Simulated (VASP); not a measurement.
Input of a VASP 6.6.1 run:

Contents of INCAR:

```
SYSTEM = InSb
PREC = Accurate ; ENCUT = 520
EDIFF = 1E-7 ; ISMEAR = -1
SIGMA = 0.05 ; LREAL = .FALSE.
LASPH = .TRUE. ; NELM = 60
ALGO = Normal ; ISIF = 2
LWAVE = .FALSE. ; LCHARG = .TRUE.
GGA = PE ; LELF = .TRUE.
LVHAR = .TRUE. ; NBANDS = 16
```

File KPOINTS:

```
regular mesh
0
G
  9 9 9
  0 0 0
```

File POSCAR:

```
InSb
1.0
    0.0000000000      3.1953230120      3.1953230120
    3.1953230120      0.0000000000      3.1953230120
    3.1953230120      3.1953230120      0.0000000000
In Sb
1 1
Direct
    0.0000000000      0.0000000000      0.0000000000
    0.7500000000      0.7500000000      0.7500000000
```

Potentials or basis: VASP PAW PBE potentials, release 64 (In_d, Sb).

Launch:

```sh
$ cat potpaw_PBE.64/In_d/POTCAR potpaw_PBE.64/Sb/POTCAR > POTCAR
$ mpirun -np 1 vasp_std > vasp.out
```

Task: What does it give for the pressure?

Result: 5.4 GPa.
